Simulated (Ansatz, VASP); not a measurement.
One calculation of BC63, two programs

```
CELL_PARAMETERS angstrom
7.14334 0.00000 0.00000
0.00000 7.14334 0.00000
0.00000 0.00000 7.14334
ATOMIC_POSITIONS crystal
B 0.00000 0.00000 0.00000
C 0.00000 0.00000 0.50000
C 0.00000 0.50000 0.00000
C 0.00000 0.50000 0.50000
C 0.50000 0.00000 0.00000
C 0.50000 0.00000 0.50000
C 0.50000 0.50000 0.00000
C 0.50000 0.50000 0.50000
C 0.00095 0.25051 0.25051
C 0.99905 0.25051 0.74949
C 0.99905 0.74949 0.25051
C 0.00095 0.74949 0.74949
C 0.50010 0.24991 0.24991
C 0.49990 0.24991 0.75009
C 0.49990 0.75009 0.24991
C 0.50010 0.75009 0.75009
C 0.25051 0.00095 0.25051
C 0.25051 0.99905 0.74949
C 0.24991 0.50010 0.24991
C 0.24991 0.49990 0.75009
C 0.74949 0.99905 0.25051
C 0.74949 0.00095 0.74949
C 0.75009 0.49990 0.24991
C 0.75009 0.50010 0.75009
C 0.25051 0.25051 0.00095
C 0.24991 0.24991 0.50010
C 0.25051 0.74949 0.99905
C 0.24991 0.75009 0.49990
C 0.74949 0.25051 0.99905
C 0.75009 0.24991 0.49990
C 0.74949 0.74949 0.00095
C 0.75009 0.75009 0.50010
C 0.12828 0.12828 0.12828
C 0.12481 0.12481 0.62526
C 0.12481 0.62526 0.12481
C 0.12483 0.62439 0.62439
C 0.62526 0.12481 0.12481
C 0.62439 0.12483 0.62439
C 0.62439 0.62439 0.12483
C 0.62516 0.62516 0.62516
C 0.12483 0.37561 0.37561
C 0.12481 0.37474 0.87519
C 0.12481 0.87519 0.37474
C 0.12828 0.87172 0.87172
C 0.62516 0.37484 0.37484
C 0.62439 0.37561 0.87517
C 0.62439 0.87517 0.37561
C 0.62526 0.87519 0.87519
C 0.37561 0.12483 0.37561
C 0.37474 0.12481 0.87519
C 0.37484 0.62516 0.37484
C 0.37561 0.62439 0.87517
C 0.87519 0.12481 0.37474
C 0.87172 0.12828 0.87172
C 0.87517 0.62439 0.37561
C 0.87519 0.62526 0.87519
C 0.37561 0.37561 0.12483
C 0.37484 0.37484 0.62516
C 0.37474 0.87519 0.12481
C 0.37561 0.87517 0.62439
C 0.87519 0.37474 0.12481
C 0.87517 0.37561 0.62439
C 0.87172 0.87172 0.12828
C 0.87519 0.87519 0.62526
```

Alike in both runs: functional PBE; k mesh 2 × 2 × 2; occupations gaussian, width 0.1 eV; no spin polarisation.

Ansatz relaxed the structure, and its values are those at the end. VASP's run is a single point on that final structure, the one shown.

|  | VASP | Ansatz |
| --- | --- | --- |
| version | VASP 6.6.1 | Ansatz 0.2.0 |
| potentials or method | VASP PAW PBE potentials, release 64 (B, C), cutoff 520 eV | scalar-relativistic, plane waves, PAW |
| valence electrons in the cell | 255 | 255 |

```tsv
	VASP	Ansatz	Ansatz less VASP
gap on the k mesh at the Fermi level (eV)	none	none	-
rms of the force components (eV/Å)	0.004	0.000	-0.0037
```

A gap of «none» marks a metal or a gap that the smearing closes.

The k mesh is coarse, so the values compare programs but aren't converged.
